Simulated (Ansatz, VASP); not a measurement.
## As in VASP and in Ansatz

The input INCAR:

```
SYSTEM = As
PREC = Accurate ; ENCUT = 510
EDIFF = 1E-6 ; ISMEAR = -1
SIGMA = 0.1 ; LREAL = .False.
LASPH = .True. ; NELM = 120
ALGO = Normal ; ISIF = 2
LWAVE = .False. ; LCHARG = .False.
GGA = CA ; NBANDS = 22
GGA_COMPAT = .False.
```

KPOINTS

```
regular mesh
0
Gamma
  16 16 10
  0 0 0
```

POSCAR

```
As
1.0
   -2.8895631463      2.5326012468      1.3285247869
    2.5326012468     -2.8895631463      1.3285247869
    2.8428266539      2.8428266539     -1.9823011596
As
2
Direct
    0.0208380531      0.9791619469      0.0000000000
    0.7291619469      0.2708380531      0.5000000000
```

Input for Ansatz:

```yaml
crystal:
  lattice:
    - [-2.8895631463, 2.5326012468, 1.3285247869]
    - [2.5326012468, -2.8895631463, 1.3285247869]
    - [2.8428266539, 2.8428266539, -1.9823011596]
  atoms:
    - { symbol: As, position: [0.0208380531, 0.9791619469, 0.0] }
    - { symbol: As, position: [0.7291619469, 0.2708380531, 0.5] }
hamiltonian:
  xc: lda
  pseudopotentials:
    kind: paw
    azcp:
      As: "pseudopotentials/As.paw.azcp"
basis:
  ecutwfc: 420
  fft_grid_basis: typed
kpoints:
  mp_grid: { grid: [16, 16, 10], shift: [0, 0, 0] }
magnetization:
  spin_polarized: false
scf:
  occupations: { method: fermi_dirac, width: 0.1 }
  lower_state_search: "off"
output:
  stress: true
  write_density: true
  write_potential: true
  elf: true
  volumetric_format: npy
```

Alike in both runs: task single point; functional LDA; k mesh 16 × 16 × 10; occupations fermi-dirac, width 0.1 eV; no spin polarisation.

|  | VASP | Ansatz |
| --- | --- | --- |
| version | VASP 6.6.1 | Ansatz 0.2.0 |
| potentials or method | VASP PAW LDA potentials, release 64 (As_d), cutoff 510 eV | plane waves (420 eV) with PAW, scalar-relativistic |
| valence electrons in the cell | 30 | 30 |

VASP gave:

```
pressure (GPa)                                                : 8.8
traceless stress, the component that is largest in VASP (GPa) : 0.91
```

Question: Estimate Ansatz's values.

Answer: Pressure (GPa): 8.4; traceless stress, the component that is largest in VASP (GPa): 0.87.

Ansatz warns that its potentials were made for another functional, while VASP's fit it. LDA's correlation is that of Perdew and Zunger in VASP and of Perdew and Wang (1992) in Ansatz.
